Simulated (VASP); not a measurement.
# Mo (a cell with a defect) in VASP: single point with PBE

Aim: the single point of Mo (a cell with a defect) with PBE.

All numbers are computed with VASP 6.6.1; they aren't measurements. Logs are shortened: lines on timing, memory, paths and dates and some standing lists are left out, and cuts for length are marked.

## (1) The cell of the first run

The cell holds a defect, 31 atoms: a = 8.942 Å, b = 8.942 Å, c = 8.942 Å, α = 60.00°, β = 60.00°, γ = 60.00°.

## (2) Single point, PBE

The input, INCAR:

```
SYSTEM = Mo
PREC = Accurate ; ENCUT = 400
EDIFF = 1E-6 ; ISMEAR = 1
SIGMA = 0.1 ; LREAL = Auto
LASPH = .True. ; NELM = 120
ALGO = Normal ; ISIF = 2
LWAVE = .False. ; LCHARG = .False.
GGA = PE ; NBANDS = 238
GGA_COMPAT = .False.
```

The input, KPOINTS:

```
regular mesh
0
Gamma
  1 1 1
  0 0 0
```

The input, POSCAR:

```
Mo
1.0
    0.0000000000      6.3226243300      6.3226243300
    6.3226243300      0.0000000000      6.3226243300
    6.3226243300      6.3226243300      0.0000000000
Mo
31
Direct
   -0.0006866611     -0.0007238292     -0.0011265101
    0.1248408823      0.1237590531      0.1255323673
    0.2490419196      0.2492423111      0.2488121100
    0.4384024505      0.4366258148      0.4382653239
   -0.0003487476     -0.0012866493      0.5016874061
    0.1243523194      0.1253126801      0.6218104690
    0.2467930907      0.2465890615      0.7534676665
    0.3796255913      0.3803955248      0.8644397824
   -0.0017950616      0.5009102763     -0.0004584331
    0.1261500697      0.6220960308      0.1259025459
    0.2456089306      0.7510689790      0.2463866140
    0.3812223966      0.8653379854      0.3810299133
    0.0099374875      0.4934749935      0.4950550336
    0.1228643297      0.6285087952      0.6279561765
    0.2529223494      0.7484281452      0.7501850106
    0.3734537079      0.8764816966      0.8749109881
    0.5010697828     -0.0019691190      0.0001845753
    0.6217141482      0.1260372210      0.1248903871
    0.7525362495      0.2455836246      0.2467178055
    0.8644792439      0.3811894198      0.3801909420
    0.4931974979      0.0094339782      0.4941902819
    0.6293098075      0.1229906222      0.6292988943
    0.7483906607      0.2528147991      0.7494131792
    0.8764045135      0.3738529093      0.8759257566
    0.4948645272      0.4942249194      0.0108063514
    0.6272389902      0.6279485057      0.1222921780
    0.7499888104      0.7492829326      0.2536004697
    0.8748264504      0.8758038927      0.3736361480
    0.6259067111      0.6249232587      0.6266458029
    0.7502536530      0.7502674131      0.7500039149
    0.8758418516      0.8746266916      0.8766261778
```

Potentials or basis: VASP PAW PBE potentials, release 64 (Mo_sv).

Command:

```
cat potpaw_PBE.64/Mo_sv/POTCAR > POTCAR
mpirun -np 1 vasp_gam > vasp.out
```

OUTCAR:

```text
SYSTEM = Mo
   PREC = Accurate
   ENCUT = 400
   EDIFF = 1E-6
   ISMEAR = 1
   LREAL = Auto
   LASPH = .True.
   NELM = 120
   ISIF = 2
   GGA = PE

 ion  position               nearest neighbor table
   1  0.999  0.999  0.999-  31 2.70  16 2.73  24 2.73  28 2.74   2 2.75   6 2.75  10 2.75  18 2.76
                            11 3.12  19 3.12   7 3.13  27 3.16  15 3.16  23 3.16
   2  0.125  0.124  0.126-   7 2.72  19 2.72  11 2.72   3 2.72   5 2.75  17 2.75   1 2.75   9 2.75
                            16 3.15  28 3.15  24 3.15   8 3.23  12 3.24  20 3.24
   3  0.249  0.249  0.249-  18 2.72  10 2.72   2 2.72   6 2.72  12 2.80   8 2.81  20 2.81  21 3.10
                            13 3.10  25 3.10  17 3.16   5 3.16   9 3.16
   4  0.438  0.437  0.438-  22 2.65  26 2.65  19 2.66   7 2.66  14 2.66  11 2.67   8 3.38  20 3.38
                            25 3.39  21 3.40  12 3.40  13 3.40
   5  1.000  0.999  0.502-  14 2.70  22 2.70   6 2.71  31 2.74  28 2.74   2 2.75  12 2.79  20 2.79
                            30 3.15   3 3.16  15 3.17  23 3.17  19 3.17  11 3.18
   6  0.124  0.125  0.622-  13 2.69  21 2.69   5 2.71   3 2.72   7 2.74  23 2.75  15 2.75   1 2.75
                            31 3.16  12 3.17  20 3.17  16 3.18  24 3.18
   7  0.247  0.247  0.753-   4 2.66  16 2.70  24 2.70   2 2.72   6 2.74   8 2.76  14 2.79  22 2.79
                             1 3.13  13 3.13  21 3.14   9 3.16  17 3.17
   8  0.380  0.380  0.864-  15 2.69  23 2.69  25 2.75   7 2.76   9 2.79  17 2.79   3 2.81  29 3.10
                            22 3.12  14 3.12  18 3.18  10 3.18   2 3.23   4 3.38
   9  0.998  0.501  1.000-  26 2.71  14 2.71  24 2.72  31 2.73  10 2.74   2 2.75  20 2.78   8 2.79
                            30 3.15   3 3.16   7 3.16  19 3.17  15 3.18  27 3.18
  10  0.126  0.622  0.126-  25 2.69  11 2.69  13 2.70   3 2.72   9 2.74  15 2.74  27 2.75   1 2.75
                            31 3.16  28 3.17  16 3.17  20 3.18   8 3.18
  11  0.246  0.751  0.246-   4 2.67  10 2.69  28 2.71  16 2.71   2 2.72  14 2.79  26 2.79  12 2.81
                            25 3.11  13 3.12   1 3.12  17 3.18   5 3.18
  12  0.381  0.865  0.381-  27 2.69  15 2.70  21 2.70  17 2.78   5 2.79   3 2.80  11 2.81  29 3.10
                            14 3.13  26 3.14   6 3.17  18 3.17   2 3.24   4 3.40
  13  0.010  0.493  0.495-   6 2.69  10 2.70  20 2.73  24 2.78  14 2.78  28 2.79  29 2.80   3 3.10
[... 23 lines left out ...]
  25  0.495  0.494  0.011-  18 2.69  10 2.69   8 2.75  26 2.76  24 2.79  16 2.79  29 2.80   3 3.10
                            11 3.11  19 3.12  15 3.18  23 3.18  30 3.23   4 3.39
  26  0.627  0.628  0.122-   4 2.65  17 2.70   9 2.71  30 2.72  27 2.74  25 2.76  11 2.79  19 2.79
                            31 3.13  20 3.13  12 3.14  24 3.16  16 3.17
  27  0.750  0.749  0.254-  20 2.69  12 2.69  28 2.71  29 2.72  26 2.74  10 2.75  18 2.75  31 2.75
                             1 3.16  21 3.17  13 3.17  17 3.18   9 3.18
  28  0.875  0.876  0.374-  19 2.70  11 2.71  27 2.71   1 2.74   5 2.74  30 2.75  21 2.79  13 2.79
                             2 3.15  29 3.16  10 3.17  18 3.17  14 3.18  22 3.18
  29  0.626  0.625  0.627-  23 2.72  15 2.72  27 2.72  30 2.72  13 2.80  25 2.80  21 2.81  20 3.10
                            12 3.10   8 3.10  24 3.16  28 3.16  16 3.16
  30  0.750  0.750  0.750-  26 2.72  14 2.72  22 2.72  29 2.72  28 2.75  24 2.75  31 2.75  16 2.75
                             9 3.15   5 3.15  17 3.15  25 3.23  13 3.24  21 3.24
  31  0.876  0.875  0.877-   1 2.70   9 2.73  17 2.74   5 2.74  30 2.75  27 2.75  15 2.75  23 2.76
                            22 3.12  14 3.13  26 3.13   6 3.16  10 3.16  18 3.16

  LATTYP: Found a face centered cubic cell.
 ALAT       =    12.6452486600

[... 191 lines left out ...]
   GGA     = PE    functional components
   LHFCALC =     F    Hartree Fock is set to
   AEXX    =    0.0000 exact exchange contribution
   IVDW    =     0    specifies the selected vdW correction
   LEPSILON=     F    determine dielectric tensor
   LRPA    =     F    only Hartree local field effects (RPA)
 non-spin polarized calculation
 Methfessel and Paxton  Order N= 1 SIGMA  =   0.10
  energy-cutoff  :      400.00
  volume of cell :      505.50
 maximum number of plane-waves:      4629
 NGX is ok and might be reduce to    60
   NGX = 29   NGY = 29   NGZ = 29

 number of electron     433.9999975 magnetization

 Free energy of the ion-electron system (eV)
  ---------------------------------------------------
  ext. energy  EPLUGINS =         0.00000000
  ---------------------------------------------------
  free energy    TOTEN  =      -346.18709402 eV

  energy without entropy =     -346.14461474  energy(sigma->0) =     -346.17293426

 E-fermi :  11.8327     XC(G=0): -13.0984

 val. band max:       11.8148669298   @ k =   0.0000   0.0000   0.0000
 cond. band min:      11.8483898310   @ k =   0.0000   0.0000   0.0000
 fundamental gap:      0.0335229011
 Fermi energy:        11.8327247316

 k-point     1 :       0.0000    0.0000    0.0000
  band No.  band energies     occupation
      1     -49.2673      2.00000
      2     -49.1531      2.00000
      3     -49.1414      2.00000
      4     -49.1166      2.00000
      5     -49.1001      2.00000
      6     -49.0902      2.00000
[... 221 lines left out ...]
    228      13.2747     -0.00000
    229      13.3038     -0.00000
 [bands above 229 left out]

------------------------ aborting loop because EDIFF is reached ----------------------------------------

  FORCE on cell =-STRESS in cart. coord.  units (eV):
  Direction    XX          YY          ZZ          XY          YZ          ZX
  --------------------------------------------------------------------------------------
  -------------------------------------------------------------------------------------
  Total      -37.0569895    -38.5948538    -35.7361051     -0.7534473     -0.7693468     -0.9105022
  in kB     -117.4515051   -122.3257402   -113.2649842     -2.3880386     -2.4384318     -2.8858214
  external PRESSURE =    -117.6807432 kB  Pullay stress =       0.0000000 kB

 VOLUME and BASIS-vectors are now :
 -----------------------------------------------------------------------------
  energy-cutoff  :      400.00
  volume of cell :      505.50
      direct lattice vectors                 reciprocal lattice vectors
     0.000000000  6.322624330  6.322624330    -0.079081086  0.079081086  0.079081086
     6.322624330  0.000000000  6.322624330     0.079081086 -0.079081086  0.079081086
     6.322624330  6.322624330  0.000000000     0.079081086  0.079081086 -0.079081086

 POSITION                                       TOTAL-FORCE (eV/Angst)
 -----------------------------------------------------------------------------------
     12.63355     12.63378     12.63633         0.002570     -0.019471     -0.005867
      1.57618      1.58302      1.57180        -0.000955     -0.008649     -0.000195
      3.14901      3.14774      3.15046         0.006780     -0.007861      0.001925
      5.53161      5.54284      5.53247         0.031188      0.007433      0.024416
      9.48647      9.49240     12.63491        -0.000040      0.007353      0.019584
      4.72378      4.71771      1.57854        -0.004632     -0.002134      0.012983
[... 23 lines left out ...]
      9.48565      9.48557      9.48723         0.003413     -0.004901      0.000070
     11.07251     11.08020     11.06756         0.001205     -0.019914     -0.001611
 -----------------------------------------------------------------------------------
    total drift:                               -0.002422     -0.001058     -0.002018

  FREE ENERGIE OF THE ION-ELECTRON SYSTEM (eV)
  ---------------------------------------------------
  free  energy   TOTEN  =      -346.1870940190 eV

  energy  without entropy=     -346.1446147411  energy(sigma->0) =     -346.17293426
```

stdout:

```text
POSCAR found type information on POSCAR Mo
 POSCAR found :  1 types and      31 ions
 scaLAPACK will be used
 LDA part: xc-table for (Slater+PW92), standard interpolation
 POSCAR, INCAR and KPOINTS ok, starting setup
 FFT: planning ... GRIDC
 FFT: planning ... GRID_SOFT
 FFT: planning ... GRID
 WAVECAR not read
 entering main loop
```

Wall time 7.9 min (1 thread of Intel Xeon 8259CL, shared host); peak memory 0.47 GiB.

Results:

```
Free energy   : -346.1871 eV
Pressure      : -11.8 GPa
Largest force : 0.044 eV/Å
```

Forces on the atoms (eV/Å):
```
Mo   0.003 -0.019 -0.006
Mo  -0.001 -0.009  0.000
Mo   0.007 -0.008  0.002
Mo   0.031  0.007  0.024
Mo   0.000  0.007  0.020
Mo  -0.005 -0.002  0.013
Mo  -0.033 -0.023  0.016
Mo   0.003  0.005 -0.005
Mo  -0.003  0.022  0.002
Mo  -0.019  0.018 -0.019
Mo  -0.022  0.018 -0.016
Mo  -0.010 -0.008 -0.010
Mo  -0.009  0.021  0.022
Mo   0.025 -0.018 -0.028
Mo   0.010 -0.004  0.000
Mo   0.008  0.016  0.007
Mo   0.021  0.011  0.007
Mo   0.010 -0.007 -0.008
Mo   0.029 -0.021 -0.021
Mo  -0.009  0.000 -0.004
Mo   0.017  0.002  0.020
Mo  -0.022  0.005 -0.023
Mo  -0.013  0.019 -0.009
Mo  -0.002  0.008 -0.001
Mo   0.014  0.014 -0.012
Mo  -0.026 -0.010  0.027
Mo  -0.009 -0.008  0.005
Mo   0.009  0.016  0.009
Mo  -0.009 -0.026 -0.010
Mo   0.003 -0.005  0.000
Mo   0.001 -0.020 -0.002
```

Caveat: the k points lie up to 0.86 Å⁻¹ apart.
